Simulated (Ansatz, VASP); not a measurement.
Two plane-wave programs on Hf3B

INCAR

```
SYSTEM = Hf3B
PREC = Accurate
ENCUT = 600
EDIFF = 1E-7
ISMEAR = 0
SIGMA = 0.1
LREAL = .False.
LASPH = .True.
NELM = 60
ALGO = Fast
ISIF = 3
LWAVE = .False.
LCHARG = .False.
GGA = PE
IBRION = 2
NSW = 90
EDIFFG = -0.04
```

KPOINTS

```
regular mesh
0
Gamma
  4 4 4
  0 0 0
```

POSCAR

```
Hf3B
1.0
    5.4975747200      0.0000000000      0.0000000000
    0.0000000000      5.4975747200      0.0000000000
    0.0000000000      0.0000000000      3.9345439000
Hf B
6 2
Direct
    0.2500000000      0.7500000000      0.0000000000
    0.7500000000      0.2500000000      0.0000000000
    0.7500000000      0.7500000000      0.0000000000
    0.2500000000      0.2500000000      0.0000000000
    0.5000000000      0.0000000000      0.5030759400
    0.0000000000      0.5000000000      0.4969240600
    0.0000000000      0.0000000000      0.0000000000
    0.5000000000      0.5000000000      0.0000000000
```

Input for Ansatz:

```yaml
crystal:
  lattice:
    - [5.49757472, 0.0, 0.0]
    - [0.0, 5.49757472, 0.0]
    - [0.0, 0.0, 3.9345439]
  atoms:
    - { symbol: Hf, position: [0.25, 0.75, 0.0] }
    - { symbol: Hf, position: [0.75, 0.25, 0.0] }
    - { symbol: Hf, position: [0.75, 0.75, 0.0] }
    - { symbol: Hf, position: [0.25, 0.25, 0.0] }
    - { symbol: Hf, position: [0.5, 0.0, 0.50307594] }
    - { symbol: Hf, position: [0.0, 0.5, 0.49692406] }
    - { symbol: B, position: [0.0, 0.0, 0.0] }
    - { symbol: B, position: [0.5, 0.5, 0.0] }
basis:
  ecutwfc: 420
kpoints:
  mp_grid: { grid: [4, 4, 4] }
hamiltonian:
  xc: pbe
scf:
  occupations: { method: gaussian, width: 0.1 }
  lower_state_search: "off"
output:
  forces: true
  stress: true
  eigenvalues: true
relax:
  adjacent_minimum: "off"
  f_tol: 0.04
  max_steps: 70
  cell: { stress_tol: 0.4 }
```

Alike in both runs: task relaxation of cell and atoms; functional PBE; k mesh 4 × 4 × 4; occupations gaussian, width 0.1 eV; no spin polarisation.

|  | VASP | Ansatz |
| --- | --- | --- |
| version | VASP 6.6.1 | Ansatz 0.2.0 |
| potentials or method | VASP PAW PBE potentials, release 64 (Hf_pv, B), cutoff 600 eV | scalar-relativistic, plane waves, PAW |
| valence electrons in the cell | 66 | 162 |

|  | VASP | Ansatz | Ansatz less VASP |
| --- | --- | --- | --- |
| gap on the k mesh at the Fermi level, each at its own relaxed structure (eV) | none | none | - |
| relaxed volume (Å³/atom) | 20.11 | 21.18 | +1.065 |
| relaxed length of the cell vector where the two differ most in proportion (Å) | 3.257 | 3.873 | +0.6162 |

A gap of «none» marks a metal or a gap that the smearing closes. One of these differences is far larger than is usual between the two programs; its cause wasn't traced. VASP's potentials hold 66 valence electrons a cell and Ansatz's 162, so a difference there can come from the potentials and not from the codes.

The k mesh is coarse, so the values compare programs but aren't converged. Spin-orbit coupling is off throughout. Noted on VASP's run: the volume moved by over 15 % at a fixed basis, so the end points are rough.
